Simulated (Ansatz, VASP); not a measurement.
## GaAs in VASP and in Ansatz

The input INCAR:

```
SYSTEM = GaAs
PREC = Accurate ; ENCUT = 520
EDIFF = 1E-6 ; ISMEAR = -1
SIGMA = 0.02 ; LREAL = .FALSE.
LASPH = .TRUE. ; NELM = 60
ALGO = Normal ; ISIF = 2
LWAVE = .FALSE. ; LCHARG = .FALSE.
GGA = PE ; NBANDS = 16
```

KPOINTS

```
regular mesh
0
G
  8 8 8
  0 0 0
```

File POSCAR:

```
GaAs
1.0
    0.0000000000      2.7135270810      2.8330831917
    2.7135270810      0.0000000000      2.8330831917
    2.7135270810      2.7135270810      0.0000000000
Ga As
1 1
Direct
    0.0000000000      0.0000000000      0.0000000000
    0.2500000000      0.2500000000      0.2500000000
```

Input for Ansatz:

```yaml
crystal:
  lattice:
    - [0.0, 2.713527081, 2.8330831917]
    - [2.713527081, 0.0, 2.8330831917]
    - [2.713527081, 2.713527081, 0.0]
  atoms:
    - { symbol: Ga, position: [0.0, 0.0, 0.0] }
    - { symbol: As, position: [0.25, 0.25, 0.25] }
kpoints:
  mp_grid: { grid: [8, 8, 8] }
  band_path:
    path:
      - [0.0, 0.0, 0.0]
      - [-0.5, -0.5, 0.0]
      - [-0.375, -0.375, 0.25]
      - [-0.375, 0.0, 0.375]
      - [0.0, 0.0, 0.5]
      - [-0.5, -0.25, 0.25]
    npoints: 1
hamiltonian:
  xc: pbe
scf:
  occupations: { method: fermi_dirac, width: 0.02 }
  n_extra_bands: 4
output:
  forces: true
  stress: true
  eigenvalues: true
```

Change from the starting cell: biaxial_xy strain -4.2%.

Alike in both runs: task single point; functional PBE; k mesh 8 × 8 × 8; occupations fermi-dirac, width 0.02 eV; no spin polarisation.

|  | VASP | Ansatz |
| --- | --- | --- |
| version | VASP 6.6.1 | Ansatz 0.2.0 |
| potentials or method | VASP PAW PBE potentials, release 64 (Ga_d, As) | plane waves, PAW |
| plane-wave cutoff (eV) | 520 | 420 |
| valence electrons in the cell | 18 | 28 |

Ansatz gave:

```
gap on the k mesh at the Fermi level (eV)                     : 1.02
pressure (GPa)                                                : 10.4
traceless stress, the component that is largest in VASP (GPa) : -1.86
```

Task: Estimate VASP's values.

Result: gap on the k mesh at the Fermi level (eV): 1.03; pressure (GPa): 10.7; traceless stress, the component that is largest in VASP (GPa): -1.86.

VASP's potentials hold 18 valence electrons a cell and Ansatz's 28, so a difference there can come from the potentials and not from the codes.
